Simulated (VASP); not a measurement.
Input of a VASP 6.6.1 run:

File POSCAR:

```
AlInSb2
1.0
    4.5737580231      0.0000000000      0.0000000000
    0.0000000000      4.5737580231      0.0000000000
    0.0000000000      0.0000000000      6.4440553348
Al In Sb
1 1 2
Direct
    0.0000000000      0.0000000000      0.0000000000
    0.5000000000      0.5000000000      0.5000000000
    0.0000000000      0.5000000000      0.2333653700
    0.5000000000      0.0000000000      0.7666346300
```

INCAR.step1

```
SYSTEM = AlInSb2
PREC = Accurate
ENCUT = 520
ISMEAR = 0
SIGMA = 0.05
LREAL = .False.
LASPH = .True.
NELM = 100
NBANDS = 21
GGA = PE
ALGO = Normal
EDIFF = 1E-4
LWAVE = .True.
LCHARG = .False.
```

File INCAR.step2:

```
SYSTEM = AlInSb2
PREC = Accurate
ENCUT = 520
EDIFF = 1E-6
ISMEAR = 0
SIGMA = 0.05
LREAL = .False.
LASPH = .True.
NELM = 100
ALGO = Normal
ISIF = 2
LWAVE = .False.
LCHARG = .False.
METAGGA = R2SCAN
LMIXTAU = .True.
NBANDS = 21
ISTART = 1
```

KPOINTS

```
regular mesh
0
Gamma
  6 6 4
  0 0 0
```

Potentials or basis: VASP PAW PBE potentials, release 64 (Al, In_d, Sb).

Run with:

```sh
$ cat potpaw_PBE.64/Al/POTCAR potpaw_PBE.64/In_d/POTCAR potpaw_PBE.64/Sb/POTCAR > POTCAR
$ cp INCAR.step1 INCAR
$ mpirun -np 1 vasp_std > vasp.out
$ cp INCAR.step2 INCAR
$ mpirun -np 1 vasp_std > vasp.out
```

(1) What does it give for the pressure?

(2) What does it give for the largest force?

## Answers

(1) -2.0 GPa.

(2) 0.010 eV/Å.

Caveat: the cell differs from its parent crystal (strain +0.015 along x and y, +0.015 along z); the PAW data sets were made with another functional, which shifts forces and pressure a little.
